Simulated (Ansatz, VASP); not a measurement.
Two plane-wave programs on CaTi2N2

Contents of INCAR:

```
SYSTEM = CaTi2N2
PREC = Accurate ; ENCUT = 520
EDIFF = 1E-7 ; ISMEAR = 0
SIGMA = 0.2 ; LREAL = .FALSE.
LASPH = .TRUE. ; NELM = 80
ALGO = Normal ; ISIF = 2
LWAVE = .FALSE. ; LCHARG = .FALSE.
GGA = PE ; NBANDS = 55
```

The input KPOINTS:

```
regular mesh
0
G
  8 4 4
  0 0 0
```

File POSCAR:

```
CaTi2N2
1.0
    1.5558171439     -2.6947543406      0.0000000000
   -4.6674514319     -2.6947543406      0.0000000000
    0.0000000000      0.0000000000     -7.9592811153
Ca Ti N
2 4 4
Direct
    0.5000000000      0.8333333333      0.3646695071
    0.0000000000      0.3333333333      0.3646695071
    0.5000000000      0.5000000000      0.9820212192
    1.0000000000      0.0000000000      0.9820212192
    0.0000000000      0.6666666667      0.6946843551
    0.5000000000      0.1666666667      0.6946843551
    0.5000000000      0.8333333333      0.8500225777
    0.0000000000      0.3333333333      0.8500225777
    0.5000000000      0.5000000000      0.5486023408
    1.0000000000      0.0000000000      0.5486023408
```

Input for Ansatz:

```yaml
crystal:
  lattice:
    - [1.5558171439, -2.6947543406, 0.0]
    - [-4.6674514319, -2.6947543406, 0.0]
    - [0.0, 0.0, -7.9592811153]
  atoms:
    - { symbol: Ca, position: [0.5, 0.8333333333, 0.3646695071] }
    - { symbol: Ca, position: [0.0, 0.3333333333, 0.3646695071] }
    - { symbol: Ti, position: [0.5, 0.5, 0.9820212192] }
    - { symbol: Ti, position: [1.0, 0.0, 0.9820212192] }
    - { symbol: Ti, position: [0.0, 0.6666666667, 0.6946843551] }
    - { symbol: Ti, position: [0.5, 0.1666666667, 0.6946843551] }
    - { symbol: "N", position: [0.5, 0.8333333333, 0.8500225777] }
    - { symbol: "N", position: [0.0, 0.3333333333, 0.8500225777] }
    - { symbol: "N", position: [0.5, 0.5, 0.5486023408] }
    - { symbol: "N", position: [1.0, 0.0, 0.5486023408] }
basis:
  ecutwfc: 420
kpoints:
  mp_grid: { grid: [8, 4, 4] }
hamiltonian:
  xc: pbe
scf:
  occupations: { method: gaussian, width: 0.2 }
  lower_state_search: "off"
output:
  forces: true
  stress: true
  eigenvalues: true
```

Alike in both runs: task single point; functional PBE; k mesh 8 × 4 × 4; occupations gaussian, width 0.2 eV; no spin polarisation.

|  | VASP | Ansatz |
| --- | --- | --- |
| version | VASP 6.6.1 | Ansatz 0.2.0 |
| potentials or method | VASP PAW PBE potentials, release 64 (Ca_sv, Ti_sv, N), cutoff 520 eV | scalar-relativistic, plane waves, PAW |
| valence electrons in the cell | 88 | 88 |

VASP gave:

| Property | Result |
| --- | --- |
| gap on the k mesh at the Fermi level (eV) | none |
| pressure (GPa) | 0.5 |
| traceless stress, the component that is largest in VASP (GPa) | -0.06 |
| rms of the force components (eV/Å) | 0.023 |

Problem. Estimate Ansatz's values.

Solution. gap on the k mesh at the Fermi level (eV): none; pressure (GPa): 0.1; traceless stress, the component that is largest in VASP (GPa): -0.05; rms of the force components (eV/Å): 0.013.

Atom by atom the forces differ by 0.019 eV/Å (rms over components). A gap of «none» marks a metal or a gap that the smearing closes. With one functional, cell and mesh, what is left measures potentials, basis and numerics.
